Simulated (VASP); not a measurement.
Ta, 2 atoms in the cell. Symmetry: P2_1/m, No. 11, monoclinic system. Conventional cell: a = 2.802 Å, b = 5.091 Å, c = 2.868 Å, α = 90.00°, β = 117.73°, γ = 90.00°. Ta (site symmetry m) has 12 Ta at 2.80 to 3.06 Å within 3.7 Å.  This cell differs from its parent crystal: strain +0.0525 x Voigt [0, 0, 0, 0, 0, 1].

| Quantity | Value |
| --- | --- |
| Program | VASP 6.6.1 |
| Task | single point |
| Functional | PBEsol |
| Potentials or basis | VASP PAW PBE potentials, release 64 (Ta_pv) |
| Cutoff | 520 eV |
| k mesh | 24 × 24 × 12 |
| Occupations | gaussian, width 0.15 eV |
| Spin | no spin polarisation |
| Dipole correction | no |
| Further INCAR settings | ALGO = Fast; EDIFF = 1e-07; NBANDS = 18 |

Potentials or basis: VASP PAW PBE potentials, release 64 (Ta_pv).

Run with:

```sh
$ cat potpaw_PBE.64/Ta_pv/POTCAR > POTCAR
$ mpirun -np 1 vasp_std > vasp.out
```

Hardware: 1 thread of Intel Xeon 8259CL (shared host).

**Question.** How long does it take, and how much memory?

**Answer.** Run time: 20 min on 1 thread of Intel Xeon 8259CL, with other jobs on the host, peak memory 1.1 GiB. Counts: scf iterations 16, k points 2030.
